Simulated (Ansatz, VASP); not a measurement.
# One calculation of BaF2, two programs

The input INCAR:

```
ALGO = Normal ; EDIFF = 1E-6
ENCUT = 600 ; GGA = PE
GGA_COMPAT = False ; ISIF = 2
ISMEAR = 0 ; LASPH = True
LCHARG = False ; LREAL = False
LWAVE = False ; NBANDS = 19
NELM = 120 ; PREC = Accurate
SIGMA = 0.1
```

The input KPOINTS:

```
k-points
0
Gamma
  4 4 4
```

Contents of POSCAR:

```
BaF2
1.0
    0.0000000000      3.1128654085      3.1128654085
    3.1128654085      0.0000000000      3.1128654085
    3.1128654085      3.1128654085      0.0000000000
Ba F
1 2
Direct
    0.0000000000      0.0000000000      0.0000000000
    0.2500000000      0.2500000000      0.2500000000
    0.7500000000      0.7500000000      0.7500000000
```

Input for Ansatz:

```yaml
crystal:
  lattice:
    - [0.0, 3.1128654085, 3.1128654085]
    - [3.1128654085, 0.0, 3.1128654085]
    - [3.1128654085, 3.1128654085, 0.0]
  atoms:
    - { symbol: Ba, position: [0.0, 0.0, 0.0] }
    - { symbol: F, position: [0.25, 0.25, 0.25] }
    - { symbol: F, position: [0.75, 0.75, 0.75] }
basis:
  ecutwfc: 420
kpoints:
  mp_grid: { grid: [4, 4, 4] }
hamiltonian:
  xc: pbe
scf:
  occupations: { method: gaussian, width: 0.1 }
output:
  forces: true
  stress: true
  eigenvalues: true
```

Alike in both runs: task single point; functional PBE; k mesh 4 × 4 × 4; occupations gaussian, width 0.1 eV; no spin polarisation.

```csv
,VASP,Ansatz
version,VASP 6.6.1,Ansatz 0.2.0
potentials or method,"VASP PAW PBE potentials, release 64 (Ba_sv, F), cutoff 600 eV","scalar-relativistic, plane waves, PAW"
valence electrons in the cell,24,24
```

```csv
,VASP,Ansatz,Ansatz less VASP
gap on the k mesh at the Fermi level (eV),6.71,6.77,+0.064
least direct gap on the mesh (eV),6.78,6.86,+0.083
pressure (GPa),1.5,0.5,-0.95
```

With one functional, cell and mesh, what is left measures potentials, basis and numerics.

The k mesh is coarse, so the values compare programs but aren't converged. Neither program's run includes spin-orbit coupling.
